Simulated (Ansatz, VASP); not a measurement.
# SiO2: VASP beside Ansatz

```
CELL_PARAMETERS angstrom
5.06052 0.00000 0.00000
-2.53026 4.38254 0.00000
0.00000 0.00000 5.54135
ATOMIC_POSITIONS crystal
Si 0.00000 0.50000 0.33333
Si 0.50000 0.50000 0.66667
Si 0.50000 0.00000 0.00000
O 0.58279 0.79139 0.83333
O 0.79139 0.58279 0.50000
O 0.79139 0.20861 0.16667
O 0.41721 0.20861 0.83333
O 0.20861 0.41721 0.50000
O 0.20861 0.79139 0.16667
```

Alike in both runs: task single point; functional PBE; k mesh 3 × 3 × 2; occupations gaussian, width 0.02 eV; no spin polarisation.

|  | VASP | Ansatz |
| --- | --- | --- |
| version | VASP 6.6.1 | Ansatz 0.2.0 |
| potentials or method | VASP PAW PBE potentials, release 64 (Si, O), cutoff 520 eV | scalar-relativistic, plane waves, PAW |
| valence electrons in the cell | 48 | 48 |

|  | VASP | Ansatz | Ansatz less VASP |
| --- | --- | --- | --- |
| gap on the k mesh at the Fermi level (eV) | 5.72 | 5.72 | +0.001 |
| least direct gap on the mesh (eV) | 5.91 | 5.91 | -0.001 |
| pressure (GPa) | 5.1 | 5.0 | -0.11 |
| traceless stress, the component that is largest in VASP (GPa) | -0.02 | -0.06 | -0.036 |
| rms of the force components (eV/Å) | 0.111 | 0.117 | +0.0056 |

Atom by atom the forces differ by 0.006 eV/Å (rms over components). With one functional, cell and mesh, what is left measures potentials, basis and numerics.

The k mesh is coarse, so the values compare programs but aren't converged.
